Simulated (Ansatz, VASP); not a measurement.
Pt: VASP beside Ansatz

Contents of POSCAR:

```
Pt
1.0
    2.7606656158      0.0000000000      0.0000000000
   -1.3803328079      2.3908065546      0.0000000000
    0.0000000000      0.0000000000      4.7921340000
Pt
2
Direct
    0.3333333333      0.6666666667      0.2500000000
    0.6666666667      0.3333333333      0.7500000000
```

The input INCAR.step1:

```
PREC     = Accurate       # precision mode
ENCUT    = 520            # plane-wave cutoff, eV
ISMEAR   = -1             # smearing method
SIGMA    = 0.05           # smearing width, eV
LREAL    = F              # projectors in reciprocal space
LASPH    = T              # aspherical terms in the spheres
NELM     = 100            # most SCF steps
NBANDS   = 17             # bands
GGA      = PE             # functional
ALGO     = Normal         # electronic algorithm
EDIFF    = 1E-4           # SCF threshold, eV
LWAVE    = T              # write WAVECAR
LCHARG   = F              # write CHGCAR
```

Contents of INCAR.step2:

```
PREC     = Accurate       # precision mode
ENCUT    = 520            # plane-wave cutoff, eV
EDIFF    = 1E-6           # SCF threshold, eV
ISMEAR   = -1             # smearing method
SIGMA    = 0.05           # smearing width, eV
LREAL    = F              # projectors in reciprocal space
LASPH    = T              # aspherical terms in the spheres
NELM     = 100            # most SCF steps
ALGO     = Normal         # electronic algorithm
ISIF     = 2              # what is computed and relaxed
LWAVE    = F              # write WAVECAR
LCHARG   = F              # write CHGCAR
METAGGA  = R2SCAN         # meta-GGA
LMIXTAU  = T            
NBANDS   = 17             # bands
ISTART   = 1
```

The input KPOINTS:

```
Automatic mesh
0
Gamma
  6 6 3
```

Contents of input.yaml:

```yaml
crystal:
  lattice:
    - [2.7606656158, 0.0, 0.0]
    - [-1.3803328079, 2.3908065546, 0.0]
    - [0.0, 0.0, 4.792134]
  atoms:
    - { symbol: Pt, position: [0.3333333333, 0.6666666667, 0.25] }
    - { symbol: Pt, position: [0.6666666667, 0.3333333333, 0.75] }
hamiltonian:
  xc: r2scan
  pseudopotentials: { kind: paw }
kpoints:
  mp_grid: { grid: [6, 6, 3] }
scf:
  occupations: { method: fermi_dirac, width: 0.05 }
  n_extra_bands: 6
output:
  forces: true
  stress: true
  eigenvalues: true
  dos: { projected: true, de: 0.05, nscf_kmesh: { grid: [9, 9, 5] } }
```

Alike in both runs: functional r2SCAN; k mesh 6 × 6 × 3; occupations fermi-dirac, width 0.05 eV; no spin polarisation.

|  | VASP | Ansatz |
| --- | --- | --- |
| version | VASP 6.6.1 | Ansatz 0.2.0 |
| potentials or method | VASP PAW PBE potentials, release 64 (Pt) | Ansatz PAW |
| plane-wave cutoff (eV) | 520 | 500 |
| valence electrons in the cell | 20 | 36 |
| task | single point | projected density of states |

```csv
,VASP,Ansatz,Ansatz less VASP
gap on the k mesh at the Fermi level (eV),none,none,-
pressure (GPa),-7.1,-7.6,-0.56
"traceless stress, the component that is largest in VASP (GPa)",-0.34,-0.23,+0.111
```

VASP's potentials were made for PBE, not for r2SCAN. A gap of «none» marks a metal or a gap that the smearing closes. VASP's potentials hold 20 valence electrons a cell and Ansatz's 36, so a difference there can come from the potentials and not from the codes.

The k mesh is coarse, so the values compare programs but aren't converged. Neither program's run includes spin-orbit coupling.
